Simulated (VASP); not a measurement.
Write the native input for VASP 6.6.1 that does the following.

- Task: single point
- Functional: PBE
- Potentials or basis: VASP PAW PBE potentials, release 64 (Mo_sv)
- Cutoff: 520 eV
- k mesh: 13 × 13 × 1
- Occupations: fermi-dirac, width 0.1 eV
- Spin: no spin polarisation
- Dipole correction: yes
- Further INCAR settings: ALGO = Normal; EDIFF = 1e-06; NBANDS = 36

The structure of Mo lies in POSCAR:

```
Mo
1.0
    2.7373676609      0.0000000000      0.0000000000
   -0.9124558870      2.5808149808      0.0000000000
    0.0000000000      0.0000000000     17.5385000000
Mo
4
Direct
    0.2500000000      0.2500000000      0.3135947054
    0.7500000000      0.7500000000      0.4357340419
    0.2500000000      0.2500000000      0.5642659581
    0.7500000000      0.7500000000      0.6864052946
```

The input as run:

INCAR

```
PREC = Accurate
ENCUT = 520
EDIFF = 1E-6
ISMEAR = -1
SIGMA = 0.1
LREAL = False
LASPH = True
NELM = 100
ALGO = Normal
ISIF = 2
LWAVE = False
LCHARG = True
LDIPOL = True
IDIPOL = 3
DIPOL = 0.5 0.5 0.500
GGA = PE
LELF = True
LVHAR = True
LVACPOTAV = True
NBANDS = 36
```

KPOINTS

```
Automatic mesh
0
Gamma
  13 13 1
```

Potentials or basis: VASP PAW PBE potentials, release 64 (Mo_sv).

The run is started by

```bash
$ cat potpaw_PBE.64/Mo_sv/POTCAR > POTCAR
$ mpirun -np 1 vasp_std > vasp.out
```

It gave:

* Largest force: 0.027 eV/Å
* Band gap on the k mesh: zero (band 28 reaches 5.34 eV, above the bottom of band 29 at 3.40 eV)

Wall time 4.4 min on 1 thread of AMD EPYC 7R43 64-Core Processor (Zen 3) (shared host), peak memory 0.28 GiB.
